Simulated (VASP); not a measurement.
# Hg (Fm-3m) in VASP: a series of runs, part 2 of 2

VASP 6.6.1.

### Step 3. Single point, LDA (volume scaled by 1.04)

Contents of INCAR:

```
PREC     = Accurate       # precision mode
ENCUT    = 520            # plane-wave cutoff, eV
EDIFF    = 1E-6           # SCF threshold, eV
ISMEAR   = -1             # smearing method
SIGMA    = 0.1            # smearing width, eV
LREAL    = F              # projectors in reciprocal space
LASPH    = T              # aspherical terms in the spheres
NELM     = 60             # most SCF steps
ALGO     = Normal         # electronic algorithm
ISIF     = 2              # what is computed and relaxed
LWAVE    = F              # write WAVECAR
LCHARG   = T              # write CHGCAR
GGA      = CA             # functional
LELF     = T              # ELF
LVHAR    = T            
NBANDS   = 12             # bands
```

Contents of KPOINTS:

```
Automatic mesh
0
Gamma
  14 14 14
```

Contents of POSCAR:

```
Hg
1.0
    0.0000000000      2.2541730235      2.2541730235
    2.2541730235      0.0000000000      2.2541730235
    2.2541730235      2.2541730235      0.0000000000
Hg
1
Direct
    0.0000000000      0.0000000000      0.0000000000
```

Potentials or basis: VASP PAW LDA potentials, release 64 (Hg).

Launch:

```sh
$ cat potpaw_LDA.64/Hg/POTCAR > POTCAR
$ mpirun -np 1 vasp_std > vasp.out
```

OUTCAR:

```text
PREC = Accurate
   ENCUT = 520
   EDIFF = 1E-6
   ISMEAR = -1
   LREAL = F
   LASPH = T
   NELM = 60
   ISIF = 2
   GGA = CA

 ion  position               nearest neighbor table
   1  0.000  0.000  0.000-

  LATTYP: Found a face centered cubic cell.
 ALAT       =     4.5083460470

  Lattice vectors:

 A1 = (   0.0000000000,   2.2541730235,   2.2541730235)
 A2 = (   2.2541730235,   0.0000000000,   2.2541730235)
 A3 = (   2.2541730235,   2.2541730235,   0.0000000000)

Analysis of symmetry for initial positions (statically):
[... 6 lines left out ...]

 Subroutine GETGRP returns: Found 48 space group operations
 (whereof 48 operations were pure point group operations)
 out of a pool of 48 trial point group operations.

The static configuration has the point symmetry O_h .

Analysis of symmetry for dynamics (positions and initial velocities):
[... 6 lines left out ...]

 Subroutine GETGRP returns: Found 48 space group operations
 (whereof 48 operations were pure point group operations)
 out of a pool of 48 trial point group operations.

The dynamic configuration has the point symmetry O_h .

 Subroutine INISYM returns: Found 48 space group operations
 (whereof 48 operations are pure point group operations),
 and found     1 'primitive' translations

----------------------------------------------------------------------------------------

                                     Primitive cell

  volume of cell :      22.9082

  direct lattice vectors                    reciprocal lattice vectors
     0.000000000  2.254173023  2.254173023    -0.221810835  0.221810835  0.221810835
     2.254173023  0.000000000  2.254173023     0.221810835 -0.221810835  0.221810835
     2.254173023  2.254173023  0.000000000     0.221810835  0.221810835 -0.221810835

  length of vectors
     3.187882062  3.187882062  3.187882062     0.384187635  0.384187635  0.384187635

  position of ions in fractional coordinates (direct lattice)
     0.000000000  0.000000000  0.000000000

  ion indices of the primitive-cell ions
   primitive index   ion index
                 1           1

----------------------------------------------------------------------------------------

 KPOINTS: Automatic mesh

Automatic generation of k-mesh.
 Grid dimensions read from file:
 generate k-points for:   14   14   14

 Generating k-lattice:

  Cartesian coordinates                     Fractional coordinates (reciprocal lattice)
    -0.015843631  0.015843631  0.015843631     0.071428571  0.000000000  0.000000000
     0.015843631 -0.015843631  0.015843631     0.000000000  0.071428571  0.000000000
     0.015843631  0.015843631 -0.015843631     0.000000000  0.000000000  0.071428571

  Length of vectors
     0.027441974  0.027441974  0.027441974

  Shift w.r.t. Gamma in fractional coordinates (k-lattice)
     0.000000000  0.000000000  0.000000000

 Subroutine IBZKPT returns following result:
 ===========================================

 Found    104 irreducible k-points:

 Following reciprocal coordinates:
            Coordinates               Weight
  0.000000  0.000000  0.000000      1.000000
  0.071429  0.000000  0.000000      8.000000
  0.142857  0.000000  0.000000      8.000000
  0.214286  0.000000  0.000000      8.000000
  0.285714  0.000000  0.000000      8.000000
  0.357143  0.000000  0.000000      8.000000
[... 16 lines left out ...]
  0.214286  0.142857  0.000000     24.000000
  0.285714  0.142857  0.000000     24.000000
 [... further k-points ...]
   k-points           NKPTS =    104   k-points in BZ     NKDIM =    104   number of bands    NBANDS=     12
   number of dos      NEDOS =    301   number of ions     NIONS =      1
   total plane-waves  NPLWV =  13824
   dimension x,y,z NGX =    24 NGY =   24 NGZ =   24
   dimension x,y,z NGXF=    48 NGYF=   48 NGZF=   48
   ions per type =               1
   NGX,Y,Z   is equivalent  to a cutoff of  12.52, 12.52, 12.52 a.u.
   NGXF,Y,Z  is equivalent  to a cutoff of  25.03, 25.03, 25.03 a.u.
 SYSTEM =  unknown system
   PREC   = accura    normal or accurate (medium, high low for compatibility)
   ISTART =      0    job   : 0-new  1-cont  2-samecut
   ICHARG =      2    charge: 1-file 2-atom 10-const
   ISPIN  =      1    spin polarized calculation?
   LNONCOLLINEAR =      F non collinear calculations
   LSORBIT =      F    spin-orbit coupling
   LASPH  =      T    aspherical Exc in radial PAW
   ENCUT  =  520.0 eV  38.22 Ry    6.18 a.u.   5.93  5.93  5.93*2*pi/ulx,y,z
   NELM   =     60;   NELMIN=  2; NELMDL= -5     # of ELM steps
   EDIFF  = 0.1E-05   stopping-criterion for ELM
   LREAL  =      F    real-space projection
   EDIFFG = 0.1E-04   stopping-criterion for IOM
   NSW    =      0    number of steps for IOM
   IBRION =     -1    ionic relax: 0-MD 1-quasi-New 2-CG
   NFREE  =      0    steps in history (QN), initial steepest desc. (CG)
   ISIF   =      2    stress and relaxation
   ISYM   =      2    0-nonsym 1-usesym 2-fastsym
   POTIM  = 0.5000    time-step for ionic-motion
   TEBEG  =    0.0;   TEEND  =   0.0 temperature during run
   PSTRESS=    0.0 pullay stress
   NELECT =      12.0000    total number of electrons
   NUPDOWN=      -1.0000    fix difference up-down
   EMIN   =  10.00;   EMAX   =-10.00  energy-range for DOS
   EFERMI =   0.00;   METHOD = LEGACY
   ISMEAR =    -1;   SIGMA  =   0.10  broadening in eV -4-tet -1-fermi 0-gaus
   EFERMI_NEDOS =   21; number of points for ismear=-14 and -15
   IALGO  =     38    algorithm
   IMIX   =      4    mixing-type and parameters
     AMIX     =   0.40;   BMIX     =  1.00
     AMIX_MAG =   1.60;   BMIX_MAG =  1.00
  volume/ion in A,a.u.               =      22.91       154.59
  Fermi-wavevector in a.u.,A,eV,Ry     =   1.319688  2.493849 23.695593  1.741577
  Thomas-Fermi vector in A             =   2.449568
   LORBIT       =      0    0 simple, 1 ext, 2 COOP (PROOUT), +10 PAW based schemes
   GGA     = CA    functional components
   LHFCALC =     F    Hartree Fock is set to
   AEXX    =    0.0000 exact exchange contribution
   IVDW    =     0    specifies the selected vdW correction
   LEPSILON=     F    determine dielectric tensor
   LRPA    =     F    only Hartree local field effects (RPA)
 non-spin polarized calculation
  energy-cutoff  :      520.00
  volume of cell :       22.91
 maximum number of plane-waves:       636
   NGX = 11   NGY = 11   NGZ = 11

 number of electron      12.0000000 magnetization

 Free energy of the ion-electron system (eV)
  ---------------------------------------------------
  ext. energy  EPLUGINS =         0.00000000
  ---------------------------------------------------
  free energy    TOTEN  =        -0.94242809 eV

  energy without entropy =       -0.93036947  energy(sigma->0) =       -0.93639878

 E-fermi :   2.6759     XC(G=0): -11.3533

 val. band max:        2.6355221484   @ k =  -0.2857   0.4286   0.1429
 cond. band min:       2.7287457647   @ k =  -0.4286   0.2143   0.0714
 fundamental gap:      0.0932236164
 Fermi energy:         2.6758677680

 k-point     1 :       0.0000    0.0000    0.0000
  band No.  band energies     occupation
      1      -6.5892      2.00000
      2      -4.3379      2.00000
      3      -4.3379      2.00000
      4      -4.3379      2.00000
      5      -3.6471      2.00000
      6      -3.6471      2.00000
      7      16.3729      0.00000
      8      17.6887      0.00000
      9      17.6887      0.00000
     10      17.6887      0.00000
     11      21.8956      0.00000
     12      23.1287      0.00000

 k-point     2 :       0.0714    0.0000    0.0000
  band No.  band energies     occupation
      1      -6.4554      2.00000
      2      -4.3551      2.00000
      3      -4.3067      2.00000
      4      -4.3067      2.00000
      5      -3.6558      2.00000
      6      -3.6558      2.00000
      7      15.9890      0.00000
      8      16.7145      0.00000
      9      17.6334      0.00000
     10      17.6334      0.00000
     11      21.9451      0.00000
     12      23.0824      0.00000
[... 301 lines left out ...]
 k-point    23 :       0.2143    0.1429    0.0000
  band No.  band energies     occupation
      1      -5.4971      2.00000
      2      -4.6016      2.00000
      3      -4.0633      2.00000
      4      -4.0201      2.00000
      5      -3.7538      2.00000
      6      -3.4864      2.00000
      7      12.9127      0.00000
      8      14.6778      0.00000
      9      15.7709      0.00000
     10      17.1542      0.00000
     11      17.6295      0.00000
     12      23.6923      0.00000

 k-point    24 :       0.2857    0.1429    0.0000
  band No.  band energies     occupation
      1      -5.1280      2.00000
      2      -4.5320      2.00000
      3      -4.1554      2.00000
      4      -3.9842      2.00000
      5      -3.3644      2.00000
      6      -3.3202      2.00000
      7      10.1889      0.00000
      8      14.0833      0.00000
      9      15.4071      0.00000
     10      16.2251      0.00000
     11      18.9036      0.00000
     12      23.3650      0.00000

 [... further k-points ...]
[... 5 lines left out ...]
  --------------------------------------------------------------------------------------
  -------------------------------------------------------------------------------------
  Total       -0.1863193     -0.1863193     -0.1863193     -0.0000000      0.0000000     -0.0000000
  in kB      -13.0309657    -13.0309657    -13.0309657     -0.0000000      0.0000000     -0.0000000
  external PRESSURE =     -13.0309657 kB  Pullay stress =       0.0000000 kB

 VOLUME and BASIS-vectors are now :
 -----------------------------------------------------------------------------
  energy-cutoff  :      520.00
  volume of cell :       22.91
      direct lattice vectors                 reciprocal lattice vectors
     0.000000000  2.254173023  2.254173023    -0.221810835  0.221810835  0.221810835
     2.254173023  0.000000000  2.254173023     0.221810835 -0.221810835  0.221810835
     2.254173023  2.254173023  0.000000000     0.221810835  0.221810835 -0.221810835

 POSITION                                       TOTAL-FORCE (eV/Angst)
 -----------------------------------------------------------------------------------
      0.00000      0.00000      0.00000        -0.000000      0.000000      0.000000
 -----------------------------------------------------------------------------------
    total drift:                               -0.000000      0.000000     -0.000000

  FREE ENERGIE OF THE ION-ELECTRON SYSTEM (eV)
  ---------------------------------------------------
  free  energy   TOTEN  =        -0.9424280904 eV

  energy  without entropy=       -0.9303694668  energy(sigma->0) =       -0.93639878
```

It took 11 s on 1 thread of Intel Xeon 6975P-C, shared host; peak memory 0.15 GiB.

What came out:

* Free energy: -0.9424 eV
* Pressure: -1.3 GPa
* Band gap on the k mesh: zero (band 6 reaches 3.22 eV, above the bottom of band 7 at 1.21 eV)

Caveat: the cell differs from its parent crystal (volume scaled by 1.04); spin-orbit coupling is left out, which moves the levels of the heavy elements.

### Step 4. Single point, LDA (volume scaled by 1.08)

Contents of INCAR:

```
SYSTEM = Hg
ALGO = Normal ; EDIFF = 1E-6
ENCUT = 520 ; ISIF = 2
ISMEAR = -1 ; LASPH = .True.
LCHARG = .False. ; LREAL = .False.
LWAVE = .False. ; NBANDS = 12
NELM = 80 ; PREC = Accurate
SIGMA = 0.1
```

Contents of KPOINTS:

```
k-points
0
Gamma
  14 14 14
  0 0 0
```

Contents of POSCAR:

```
Hg
1.0
    0.0000000000      2.2827098887      2.2827098887
    2.2827098887      0.0000000000      2.2827098887
    2.2827098887      2.2827098887      0.0000000000
Hg
1
Direct
    0.0000000000      0.0000000000      0.0000000000
```

Launch:

```sh
$ cat potpaw_LDA.64/Hg/POTCAR > POTCAR
$ mpirun -np 1 vasp_std > vasp.out
```

Run time: 12 s. Hardware: 1 thread of Intel Xeon 6975P-C, shared host; peak memory 0.15 GiB.

It converged, with:

| Quantity | Value |
| --- | --- |
| Free energy | -0.9322 eV |
| Pressure | -2.6 GPa |
| Band gap on the k mesh | zero (band 6 reaches 2.77 eV, above the bottom of band 7 at 0.82 eV) |

Levels at points of the mesh, in eV from the Fermi level:
```tsv
k point	band 3	band 4	band 5	band 6	band 7	band 8	band 9	band 10
(0.00, 0.00, 0.00)	-6.86	-6.86	-6.22	-6.22	13.65	14.71	14.71	14.71
(0.50, 0.00, 0.00)	-6.85	-5.68	-5.68	-1.53	-1.51	12.39	12.39	12.91
(0.50, 0.50, 0.00)	-5.71	-5.54	-5.54	-0.12	0.53	6.98	6.98	11.50
```

Caveat: the cell differs from its parent crystal (volume scaled by 1.08); spin-orbit coupling is left out, which moves the levels of the heavy elements.

### Step 5. Single point, LDA (volume scaled by 1.12)

Contents of INCAR:

```
PREC = Accurate
ENCUT = 520
EDIFF = 1E-6
ISMEAR = -1
SIGMA = 0.1
LREAL = F
LASPH = T
NELM = 100
ALGO = Normal
ISIF = 2
LWAVE = F
LCHARG = F
NBANDS = 12
```

Contents of KPOINTS:

```
Automatic mesh
0
Gamma
  14 14 14
```

Contents of POSCAR:

```
Hg
1.0
    0.0000000000      2.3105505580      2.3105505580
    2.3105505580      0.0000000000      2.3105505580
    2.3105505580      2.3105505580      0.0000000000
Hg
1
Direct
    0.0000000000      0.0000000000      0.0000000000
```

Launch:

```sh
$ cat potpaw_LDA.64/Hg/POTCAR > POTCAR
$ mpirun -np 1 vasp_std > vasp.out
```

Wall time 10 s (1 thread of Intel Xeon 6975P-C, shared host); peak memory 0.15 GiB.

The run converged. Its results:

```yaml
Free_energy: -0.9160 eV
Pressure: -3.5 GPa
Band_gap_on_the_k_mesh: zero (band 6 reaches 2.35 eV, above the bottom of band 7 at 0.68 eV)
```

Levels at points of the mesh, in eV from the Fermi level:
| k point | band 2 | band 3 | band 4 | band 5 | band 6 | band 7 | band 8 | band 9 | band 10 | band 11 |
| --- | --- | --- | --- | --- | --- | --- | --- | --- | --- | --- |
| (0.00, 0.00, 0.00) | -6.71 | -6.71 | -6.71 | -6.11 | -6.11 | 13.60 | 14.42 | 14.42 | 14.42 | 18.55 |
| (0.50, 0.00, 0.00) | -6.70 | -6.70 | -5.62 | -5.62 | -1.57 | -1.33 | 12.13 | 12.13 | 12.86 | 17.61 |
| (0.50, 0.50, 0.00) | -7.52 | -5.65 | -5.49 | -5.49 | 0.02 | 0.41 | 6.91 | 6.91 | 11.26 | 12.92 |

Caveat: the cell differs from its parent crystal (volume scaled by 1.12); spin-orbit coupling is left out, which moves the levels of the heavy elements.

### Step 6. Relaxation of cell and atoms, LDA

This run uses another cell than the first one, of 23.07 Å³/atom, 1.047 times its volume.

Contents of INCAR:

```
SYSTEM = Hg
ALGO = Normal
EDIFF = 1E-6
EDIFFG = -0.01
ENCUT = 600
GGA = CA
IBRION = 2
ISIF = 3
ISMEAR = -1
LASPH = .True.
LCHARG = .False.
LREAL = .False.
LWAVE = .False.
NELM = 100
NSW = 80
PREC = Accurate
SIGMA = 0.1
```

Contents of KPOINTS:

```
k-points
0
Gamma
  12 12 12
  0 0 0
```

Contents of POSCAR:

```
Hg
1.0
    0.0000000000      2.2595506664      2.2595506664
    2.2595506664      0.0000000000      2.2595506664
    2.2595506664      2.2595506664      0.0000000000
Hg
1
Direct
    0.0000000000      0.0000000000      0.0000000000
```

Potentials or basis: VASP PAW LDA potentials, release 64 (Hg).

Launch:

```sh
$ cat potpaw_LDA.64/Hg/POTCAR > POTCAR
$ mpirun -np 1 vasp_std > vasp.out
```

It took 37 s on 1 thread of Intel Xeon 6975P-C, shared host; peak memory 0.16 GiB.

The run converged. Its results:

- Free energy: -0.9478 eV
- Relaxed volume: 22.33 Å³/atom
- Relaxed cell: a = 3.161 Å, b = 3.161 Å, c = 3.161 Å, α = 60.00°, β = 60.00°, γ = 60.00°
- Space group after relaxing (to 0.05 Å): Fm-3m (No. 225)
- Energy gained by relaxing: 3.6 meV/atom
- Ionic steps: 3
- Pressure after relaxing: 0.0 GPa
- Band gap on the k mesh: zero (band 6 reaches 3.50 eV, above the bottom of band 7 at 1.49 eV)

Step by step:
```
step  energy change (eV)  largest force (eV/Å)  pressure (GPa)  volume (Å³)
   1              0.0000                0.0000           -1.48        23.07
   2             -0.0036                0.0000           -0.08        22.37
   3             -0.0036                0.0000           -0.01        22.33
```

Final structure:
```xyz
1
Lattice="0.0000 2.2351 2.2351 2.2351 0.0000 2.2351 2.2351 2.2351 0.0000" Properties=species:S:1:pos:R:3 pbc="T T T"
Hg    0.0000    0.0000    0.0000
```

Levels at points of the mesh, in eV from the Fermi level:
```csv
k point,band 4,band 5,band 6,band 7,band 8,band 9
"(0.00, 0.00, 0.00)",-7.18,-6.45,-6.45,13.67,15.16,15.16
"(0.50, 0.00, 0.00)",-5.85,-5.85,-1.90,-1.48,12.81,12.81
"(0.50, 0.50, 0.00)",-5.69,-5.69,-0.42,0.70,7.05,7.05
```

Caveat: spin-orbit coupling is left out, which moves the levels of the heavy elements.

### Step 7. The runs side by side

```csv
task,cell,k mesh,cutoff (eV),gap on the mesh (eV),pressure (GPa)
single point,"a = 3.146 Å, angles 60.0°, 1 atom",14 × 14 × 14,520,none,0.5
single point,"a = 3.188 Å, angles 60.0°, 1 atom",14 × 14 × 14,520,none,-1.3
single point,"a = 3.228 Å, angles 60.0°, 1 atom",14 × 14 × 14,520,none,-2.6
single point,"a = 3.268 Å, angles 60.0°, 1 atom",14 × 14 × 14,520,none,-3.5
relaxation of cell and atoms,"relaxed from a = 3.195 Å, angles 60.0°, 1 atom",12 × 12 × 12,600,none,0.0
```

Alike in all rows: level LDA; potentials or basis VASP PAW LDA potentials, release 64 (Hg); no spin polarisation; smearing fermi-dirac 0.1 eV.

Caveats: spin-orbit coupling is left out, which moves the levels of the heavy elements.

Absolute energies hang on the potentials; compare differences alone.
